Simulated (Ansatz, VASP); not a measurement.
# InSe in VASP and in Ansatz

Contents of INCAR:

```
PREC = Accurate ; ENCUT = 520
EDIFF = 1E-6 ; ISMEAR = 0
SIGMA = 0.05 ; LREAL = F
LASPH = T ; NELM = 100
ALGO = Normal ; ISIF = 2
LWAVE = F ; LCHARG = F
GGA = PE ; NBANDS = 27
```

The input KPOINTS:

```
Automatic mesh
0
Gamma
  8 8 6
```

POSCAR

```
InSe
1.0
    5.7418854575     -2.0623790766     -0.1306417848
    5.7418854575      2.0623790766     -0.1306417848
   -1.6623467844      0.0000000000      5.4603689881
In Se
2 2
Direct
    0.8936964975      0.8936964975      0.0830843069
    0.1063035025      0.1063035025      0.9169156931
    0.6762404130      0.6762404130      0.6902605594
    0.3237595870      0.3237595870      0.3097394406
```

Input for Ansatz:

```yaml
crystal:
  lattice:
    - [5.7418854575, -2.0623790766, -0.1306417848]
    - [5.7418854575, 2.0623790766, -0.1306417848]
    - [-1.6623467844, 0.0, 5.4603689881]
  atoms:
    - { symbol: In, position: [0.8936964975, 0.8936964975, 0.0830843069] }
    - { symbol: In, position: [0.1063035025, 0.1063035025, 0.9169156931] }
    - { symbol: Se, position: [0.676240413, 0.676240413, 0.6902605594] }
    - { symbol: Se, position: [0.323759587, 0.323759587, 0.3097394406] }
basis:
  ecutwfc: 420
kpoints:
  mp_grid: { grid: [8, 8, 6] }
hamiltonian:
  xc: pbe
  pseudopotentials: { kind: paw, azcp: { folder: soft_1 } }
scf:
  occupations: { method: gaussian, width: 0.05 }
output:
  forces: true
  stress: true
  eigenvalues: true
```

Change from the starting cell: mode 4 frozen in at +0.162 Å and mode 10 at +0.000 Å (largest displacements).

Alike in both runs: task single point; functional PBE; k mesh 8 × 8 × 6; occupations gaussian, width 0.05 eV; no spin polarisation.

|  | VASP | Ansatz |
| --- | --- | --- |
| version | VASP 6.6.1 | Ansatz 0.2.0 |
| potentials or method | VASP PAW PBE potentials, release 64 (In_d, Se), cutoff 520 eV | scalar-relativistic, plane waves, PAW |
| valence electrons in the cell | 38 | 58 |

VASP gave:

| Property | Result |
| --- | --- |
| gap on the k mesh at the Fermi level (eV) | 0.90 |
| least direct gap on the mesh (eV) | 1.05 |
| pressure (GPa) | -0.7 |
| traceless stress, the component that is largest in VASP (GPa) | -0.50 |
| rms of the force components (eV/Å) | 0.130 |

Task: What did Ansatz give for the same quantities?

Result: gap on the k mesh at the Fermi level (eV): 0.90; least direct gap on the mesh (eV): 1.06; pressure (GPa): -0.7; traceless stress, the component that is largest in VASP (GPa): -0.50; rms of the force components (eV/Å): 0.131.

Atom by atom the forces differ by 0.007 eV/Å (rms over components). With one functional, cell and mesh, what is left measures potentials, basis and numerics. VASP's potentials hold 38 valence electrons a cell and Ansatz's 58, so a difference there can come from the potentials and not from the codes.
